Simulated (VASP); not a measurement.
# Tl12H (a cell with a defect) in VASP: a series of runs

The runs below take Tl12H (a cell with a defect) through single point, with PBEsol.

All numbers are computed with VASP 6.6.1; they aren't measurements. Logs are shortened: lines on timing, memory, paths and dates and some standing lists are left out, and cuts for length are marked.

### Step 1. The cell of the first run

The cell holds a defect, 13 atoms: a = 6.920 Å, b = 10.380 Å, c = 5.533 Å, α = 90.00°, β = 90.00°, γ = 120.00°.

### Step 2. Single point, PBEsol

Input file INCAR:

```
SYSTEM = Tl12H
PREC = Accurate ; ENCUT = 520
EDIFF = 1E-7 ; ISMEAR = -1
SIGMA = 0.15 ; LREAL = .FALSE.
LASPH = .TRUE. ; NELM = 80
ALGO = Normal ; ISIF = 2
LWAVE = .FALSE. ; LCHARG = .TRUE.
GGA = PS ; LELF = .TRUE.
LVHAR = .TRUE. ; NBANDS = 90
```

Input file KPOINTS:

```
Automatic mesh
0
G
  3 2 3
  0 0 0
```

Input file POSCAR:

```
Tl12H
1.0
    6.9200000000      0.0000000000      0.0000000000
   -5.1900000000      8.9893440000      0.0000000000
    0.0000000000      0.0000000000      5.5325400000
Tl H
12 1
Direct
   -0.0069008999     -0.0014347701      0.0068656882
    0.1702328602      0.2271931303      0.4943818050
   -0.0002001400      0.3339896605     -0.0114823075
    0.1732414268      0.5619446619      0.4968736230
    0.0019304055      0.6665908659     -0.0060136253
    0.1549895988      0.8819799822      0.4958200786
    0.4947587100     -0.0051043104      0.0076289262
    0.6750107836      0.2243050967      0.4948190208
    0.5095944076      0.3391498044      0.0065403929
    0.6640275916      0.5544521211      0.5080615287
    0.4972871544      0.6625132991      0.0047757343
    0.6670032710      0.8894338912      0.5121907360
    0.3354929305      0.1117074671      0.7287716991
```

Potentials or basis: VASP PAW PBE potentials, release 64 (Tl_d, H).

Command:

```bash
$ cat potpaw_PBE.64/Tl_d/POTCAR potpaw_PBE.64/H/POTCAR > POTCAR
$ mpirun -np 1 vasp_std > vasp.out
```

OUTCAR:

```text
SYSTEM = Tl12H
   PREC = Accurate
   ENCUT = 520
   EDIFF = 1E-7
   ISMEAR = -1
   LREAL = .FALSE.
   LASPH = .TRUE.
   NELM = 80
   ISIF = 2
   GGA = PS

 ion  position               nearest neighbor table
   1  0.993  0.999  0.007-  12 3.36   6 3.38   2 3.39  12 3.41   7 3.43  11 3.46   3 3.46   6 3.47
                             5 3.48   7 3.49   2 3.50   9 3.55
   2  0.170  0.227  0.494-  13 2.41   3 3.38   9 3.38   1 3.39  10 3.41   8 3.41   3 3.43   4 3.46
                             9 3.49  12 3.50   1 3.50   8 3.51   6 3.53
   3  1.000  0.334  0.989-   8 3.35   2 3.38   4 3.41   8 3.41   9 3.42  11 3.43   2 3.43   5 3.45
                             1 3.46   4 3.48   9 3.50   7 3.51
   4  0.173  0.562  0.497-  11 3.35   5 3.38   6 3.39   3 3.41   5 3.41  12 3.41  11 3.42  10 3.44
                             2 3.46   8 3.48   3 3.48  10 3.49
   5  0.002  0.667  0.994-  10 3.37   6 3.37   4 3.38   6 3.39   9 3.40   4 3.41   7 3.41   3 3.45
                            11 3.45  11 3.47   1 3.48  10 3.49
   6  0.155  0.882  0.496-  13 2.43   5 3.37   1 3.38   7 3.38   5 3.39   4 3.39  10 3.40  12 3.42
                             1 3.47   7 3.49  12 3.51   2 3.53   8 3.58
   7  0.495  0.995  0.008-  12 3.38   6 3.38   8 3.39   5 3.41  12 3.42   1 3.43  11 3.46   6 3.49
                             1 3.49   8 3.51   3 3.51   9 3.52
   8  0.675  0.224  0.495-  13 2.41   3 3.35   9 3.38   7 3.39   3 3.41   2 3.41  12 3.45  10 3.47
                             4 3.48   9 3.48   7 3.51   2 3.51   6 3.58
   9  0.510  0.339  0.007-  10 3.37   8 3.38   2 3.38  10 3.38  11 3.40   5 3.40   3 3.42   8 3.48
                             2 3.49   3 3.50   7 3.52   1 3.55
  10  0.664  0.554  0.508-   5 3.37   9 3.37  11 3.38   9 3.38   6 3.40   2 3.41  11 3.41   4 3.44
                             8 3.47  12 3.47   4 3.49   5 3.49
  11  0.497  0.663  0.005-   4 3.35  10 3.38   9 3.40  12 3.40  10 3.41   4 3.42   3 3.43   5 3.45
                             7 3.46   1 3.46  12 3.47   5 3.47
  12  0.667  0.889  0.512-   1 3.36   7 3.38  11 3.40   4 3.41   1 3.41   6 3.42   7 3.42   8 3.45
                            10 3.47  11 3.47   2 3.50   6 3.51
  13  0.335  0.112  0.729-   2 2.41   8 2.41   6 2.43

  LATTYP: Found a simple monoclinic cell.
 ALAT       =     6.9200000000
 B/A-ratio  =     0.7995000000
 C/A-ratio  =     1.3228756993
 COS(beta)  =    -0.1889822302

  Lattice vectors:

 A1 = (   6.9200000000,   0.0000000000,   0.0000000000)
 A2 = (   0.0000000000,   0.0000000000,   5.5325400000)
 A3 = (  -1.7300000000,  -8.9893440000,   0.0000000000)

Analysis of symmetry for initial positions (statically):
=====================================================================
 Subroutine PRICEL returns:
 Original cell was already a primitive cell.

 Routine SETGRP: Setting up the symmetry group for a
 simple monoclinic supercell.

 Subroutine GETGRP returns: Found  1 space group operations
 (whereof  1 operations were pure point group operations)
 out of a pool of  4 trial point group operations.

The static configuration has the point symmetry C_1 .

Analysis of symmetry for dynamics (positions and initial velocities):
=====================================================================
 Subroutine PRICEL returns:
 Original cell was already a primitive cell.

 Routine SETGRP: Setting up the symmetry group for a
 simple monoclinic supercell.

 Subroutine GETGRP returns: Found  1 space group operations
 (whereof  1 operations were pure point group operations)
 out of a pool of  4 trial point group operations.

The dynamic configuration has the point symmetry C_1 .

 Subroutine INISYM returns: Found  1 space group operations
 (whereof  1 operations are pure point group operations),
 and found     1 'primitive' translations

----------------------------------------------------------------------------------------

                                     Primitive cell

  volume of cell :     344.1586

  direct lattice vectors                    reciprocal lattice vectors
     6.920000000  0.000000000  0.000000000     0.144508671  0.083432117  0.000000000
    -5.190000000  8.989344000  0.000000000     0.000000000  0.111242823  0.000000000
     0.000000000  0.000000000  5.532540000     0.000000000  0.000000000  0.180748806

  length of vectors
     6.920000000 10.380000267  5.532540000     0.166864238  0.111242823  0.180748806

[... 68 lines left out ...]
|                                                                             |
 -----------------------------------------------------------------------------

 Subroutine IBZKPT returns following result:
 ===========================================

 Found     10 irreducible k-points:

 Following reciprocal coordinates:
            Coordinates               Weight
  0.000000  0.000000  0.000000      1.000000
  0.333333  0.000000  0.000000      2.000000
  0.000000  0.500000  0.000000      1.000000
  0.333333  0.500000  0.000000      2.000000
  0.000000  0.000000  0.333333      2.000000
  0.333333  0.000000  0.333333      2.000000
 -0.333333  0.000000  0.333333      2.000000
  0.000000  0.500000  0.333333      2.000000
  0.333333  0.500000  0.333333      2.000000
 -0.333333  0.500000  0.333333      2.000000
   k-points           NKPTS =     10   k-points in BZ     NKDIM =     10   number of bands    NBANDS=     90
   number of dos      NEDOS =    301   number of ions     NIONS =     13
   total plane-waves  NPLWV = 181440
   dimension x,y,z NGX =    54 NGY =   80 NGZ =   42
   dimension x,y,z NGXF=   108 NGYF=  160 NGZF=   84
   ions per type =              12   1
   NGX,Y,Z   is equivalent  to a cutoff of  12.97, 12.81, 12.62 a.u.
   NGXF,Y,Z  is equivalent  to a cutoff of  25.95, 25.63, 25.24 a.u.
 SYSTEM =  Tl12H
   PREC   = accura    normal or accurate (medium, high low for compatibility)
   ISTART =      0    job   : 0-new  1-cont  2-samecut
   ICHARG =      2    charge: 1-file 2-atom 10-const
   ISPIN  =      1    spin polarized calculation?
   LNONCOLLINEAR =      F non collinear calculations
   LSORBIT =      F    spin-orbit coupling
   LASPH  =      T    aspherical Exc in radial PAW
   ENCUT  =  520.0 eV  38.22 Ry    6.18 a.u.  12.87 19.30 10.29*2*pi/ulx,y,z
   NELM   =     80;   NELMIN=  2; NELMDL= -5     # of ELM steps
   EDIFF  = 0.1E-06   stopping-criterion for ELM
   LREAL  =      F    real-space projection
   EDIFFG = 0.1E-05   stopping-criterion for IOM
   NSW    =      0    number of steps for IOM
   IBRION =     -1    ionic relax: 0-MD 1-quasi-New 2-CG
   NFREE  =      0    steps in history (QN), initial steepest desc. (CG)
   ISIF   =      2    stress and relaxation
   ISYM   =      2    0-nonsym 1-usesym 2-fastsym
   POTIM  = 0.5000    time-step for ionic-motion
   TEBEG  =    0.0;   TEEND  =   0.0 temperature during run
   PSTRESS=    0.0 pullay stress
   NELECT =     157.0000    total number of electrons
   NUPDOWN=      -1.0000    fix difference up-down
   EMIN   =  10.00;   EMAX   =-10.00  energy-range for DOS
   EFERMI =   0.00;   METHOD = LEGACY
   ISMEAR =    -1;   SIGMA  =   0.15  broadening in eV -4-tet -1-fermi 0-gaus
   EFERMI_NEDOS =   21; number of points for ismear=-14 and -15
   IALGO  =     38    algorithm
   IMIX   =      4    mixing-type and parameters
     AMIX     =   0.40;   BMIX     =  1.00
     AMIX_MAG =   1.60;   BMIX_MAG =  1.00
  volume/ion in A,a.u.               =      26.47       178.65
  Fermi-wavevector in a.u.,A,eV,Ry     =   1.260246  2.381519 21.609028  1.588219
  Thomas-Fermi vector in A             =   2.393765
   LORBIT       =      0    0 simple, 1 ext, 2 COOP (PROOUT), +10 PAW based schemes
   GGA     = PS    functional components
   LHFCALC =     F    Hartree Fock is set to
   AEXX    =    0.0000 exact exchange contribution
   IVDW    =     0    specifies the selected vdW correction
   LEPSILON=     F    determine dielectric tensor
   LRPA    =     F    only Hartree local field effects (RPA)
 non-spin polarized calculation
  energy-cutoff  :      520.00
  volume of cell :      344.16
 maximum number of plane-waves:      9300
 NGX is ok and might be reduce to    54
   NGX = 25   NGY = 39   NGZ = 21

 number of electron     156.9999999 magnetization

 Free energy of the ion-electron system (eV)
  ---------------------------------------------------
  ext. energy  EPLUGINS =         0.00000000
  ---------------------------------------------------
  free energy    TOTEN  =       -34.20564418 eV

  energy without entropy =      -33.80051909  energy(sigma->0) =      -34.00308164

 E-fermi :   6.3490     XC(G=0): -10.4029

 val. band max:        6.3072551765   @ k =  -0.3333   0.5000   0.3333
 cond. band min:       6.7762456134   @ k =   0.0000   0.5000   0.0000
 fundamental gap:      0.4689904368
 Fermi energy:         6.3489548944

 k-point     1 :       0.0000    0.0000    0.0000
  band No.  band energies     occupation
      1      -5.4615      2.00000
      2      -5.4078      2.00000
      3      -5.3869      2.00000
      4      -5.3472      2.00000
      5      -5.3392      2.00000
      6      -5.3363      2.00000
[... 919 lines left out ...]
     89       9.7593      0.00000
     90       9.9244      0.00000

------------------------ aborting loop because EDIFF is reached ----------------------------------------

  FORCE on cell =-STRESS in cart. coord.  units (eV):
  Direction    XX          YY          ZZ          XY          YZ          ZX
  --------------------------------------------------------------------------------------
  -------------------------------------------------------------------------------------
  Total        2.6407306      2.6812351     -2.2375949      0.0119380      0.1550755      0.1776378
  in kB       12.2935135     12.4820757    -10.4167774      0.0555755      0.7219300      0.8269654
  external PRESSURE =       4.7862706 kB  Pullay stress =       0.0000000 kB

 VOLUME and BASIS-vectors are now :
 -----------------------------------------------------------------------------
  energy-cutoff  :      520.00
  volume of cell :      344.16
      direct lattice vectors                 reciprocal lattice vectors
     6.920000000  0.000000000  0.000000000     0.144508671  0.083432117  0.000000000
    -5.190000000  8.989344000  0.000000000     0.000000000  0.111242823  0.000000000
     0.000000000  0.000000000  5.532540000     0.000000000  0.000000000  0.180748806

 POSITION                                       TOTAL-FORCE (eV/Angst)
 -----------------------------------------------------------------------------------
      1.68969      8.97645      0.03798         0.001460      0.001432      0.007908
     -0.00112      2.04232      2.73519        -0.004870     -0.002513      0.005810
      5.18521      3.00235      5.46901         0.005131      0.005376     -0.006888
     -1.71766      5.05151      2.74897        -0.001338     -0.004391      0.006593
     -3.44625      5.99221      5.49927        -0.001917     -0.005105      0.003845
     -3.50495      7.92842      2.74314         0.006490     -0.001527      0.011954
     -1.73978      8.94346      0.04221         0.007050      0.004915      0.004289
      3.50693      2.01636      2.73761        -0.004150      0.002391      0.002686
      1.76621      3.04873      0.03618        -0.006224     -0.002793     -0.002711
      1.71746      4.98416      2.81087        -0.000211      0.004920     -0.003988
      0.00278      5.95556      0.02642         0.001405      0.007568     -0.006204
     -0.00050      7.99543      2.83372        -0.005109     -0.007077      0.004736
      1.74185      1.00418      4.03196         0.002284     -0.003196     -0.028029
 -----------------------------------------------------------------------------------
    total drift:                               -0.000223      0.000111      0.000553

  FREE ENERGIE OF THE ION-ELECTRON SYSTEM (eV)
  ---------------------------------------------------
  free  energy   TOTEN  =       -34.2056441807 eV

  energy  without entropy=      -33.8005190927  energy(sigma->0) =      -34.00308164
```

It took 8 min on 1 thread of Intel Xeon Platinum 8259CL at 2.50GHz (Skylake/Cascade Lake), shared host; peak memory 0.55 GiB.

What came out:

```yaml
Free_energy: -34.2056 eV
Pressure: 0.5 GPa
Largest_force: 0.028 eV/Å
Band_gap_on_the_k_mesh: zero (an odd number of electrons rules out a gap without spin polarisation)
```

Forces in eV/Å, atoms in the order of the input:
```
Tl   0.001  0.001  0.008
Tl  -0.005 -0.003  0.006
Tl   0.005  0.005 -0.007
Tl  -0.001 -0.004  0.007
Tl  -0.002 -0.005  0.004
Tl   0.006 -0.002  0.012
Tl   0.007  0.005  0.004
Tl  -0.004  0.002  0.003
Tl  -0.006 -0.003 -0.003
Tl   0.000  0.005 -0.004
Tl   0.001  0.008 -0.006
Tl  -0.005 -0.007  0.005
H    0.002 -0.003 -0.028
```

Stress tensor (GPa, compression positive):
```
 1.23  0.01  0.08
 0.01  1.25  0.07
 0.08  0.07 -1.04
```

Caveat: the k points lie up to 0.38 Å⁻¹ apart, too coarse for converged energies and pressures of a metal; the PAW data sets were made with another functional, which shifts forces and pressure a little; spin-orbit coupling is left out, which moves the levels of the heavy elements.

### Step 3. Single point, PBEsol

Input file INCAR:

```
PREC     = Accurate       # precision mode
ENCUT    = 520            # plane-wave cutoff, eV
EDIFF    = 1E-6           # SCF threshold, eV
ISMEAR   = -1             # smearing method
SIGMA    = 0.15           # smearing width, eV
LREAL    = False          # projectors in reciprocal space
LASPH    = True           # aspherical terms in the spheres
NELM     = 100            # most SCF steps
ALGO     = Normal         # electronic algorithm
ISIF     = 2              # what is computed and relaxed
LWAVE    = False          # write WAVECAR
LCHARG   = False          # write CHGCAR
GGA      = PS             # functional
NBANDS   = 90             # bands
```

Input file KPOINTS:

```
Automatic mesh
0
Gamma
  3 2 3
```

Input file POSCAR:

```
Tl12H
1.0
    6.9200000000      0.0000000000      0.0000000000
   -5.1900000000      8.9893440000      0.0000000000
    0.0000000000      0.0000000000      5.5325400000
Tl H
12 1
Direct
    0.0059870555      0.0019133765     -0.0053320898
    0.1466940852      0.2183474122      0.4737606958
    0.0011629617      0.3189109239     -0.0035065268
    0.1855347646      0.5780733277      0.5178453296
    0.0170373701      0.6606933721      0.0140441822
    0.1393650149      0.8779394803      0.4950167554
    0.4647339547     -0.0217034747     -0.0021870606
    0.6600888839      0.2192707277      0.4660246469
    0.5085593377      0.3354972287      0.0111522013
    0.6865312210      0.5728894122      0.5240630886
    0.5314615535      0.6827194509      0.0168096390
    0.6540118427      0.8905321679      0.5019213598
    0.2966434053      0.0979715539      0.8982854168
```

Potentials or basis: VASP PAW PBE potentials, release 64 (Tl_d, H).

Command:

```bash
$ cat potpaw_PBE.64/Tl_d/POTCAR potpaw_PBE.64/H/POTCAR > POTCAR
$ mpirun -np 1 vasp_std > vasp.out
```

Wall time 6.6 min (1 thread of Intel Xeon Platinum 8259CL at 2.50GHz (Skylake/Cascade Lake), shared host); peak memory 0.56 GiB.

It converged, with:

```
Free energy            : -33.7614 eV
Pressure               : 1.3 GPa
Largest force          : 1.499 eV/Å
Band gap on the k mesh : zero (an odd number of electrons rules out a gap without spin polarisation)
```

Forces on the atoms (eV/Å):
```
Tl  -1.297 -0.709  0.253
Tl   0.122  0.253  0.300
Tl  -0.159  0.254 -0.267
Tl   0.160 -0.530 -0.005
Tl  -0.107 -0.263 -0.017
Tl   0.008  0.295 -0.062
Tl   0.505  0.230 -0.030
Tl  -0.007  0.104  0.319
Tl   0.021  0.439 -0.206
Tl  -0.185 -0.464 -0.040
Tl   0.019 -0.408 -0.037
Tl   0.106  0.221  0.116
H    0.814  0.577 -0.324
```

Stress tensor (GPa, compression positive):
```
 2.51  0.23 -0.07
 0.23  1.96 -0.10
-0.07 -0.10 -0.44
```

Levels at points of the mesh, in eV from the Fermi level:
| k point | band 76 | band 77 | band 78 | band 79 | band 80 | band 81 | band 82 | band 83 |
| --- | --- | --- | --- | --- | --- | --- | --- | --- |
| (0.00, 0.00, 0.00) | -0.67 | -0.53 | -0.41 | -0.35 | -0.11 | 0.31 | 0.69 | 0.87 |
| (0.00, 0.50, 0.00) | -0.86 | -0.66 | -0.42 | -0.01 | 0.50 | 0.75 | 0.86 | 1.11 |

Caveat: the k points lie up to 0.38 Å⁻¹ apart, too coarse for converged energies and pressures of a metal; the PAW data sets were made with another functional, which shifts forces and pressure a little; spin-orbit coupling is left out, which moves the levels of the heavy elements.

The gap in the log of VASP goes by the Fermi energy; the results here count the filled bands.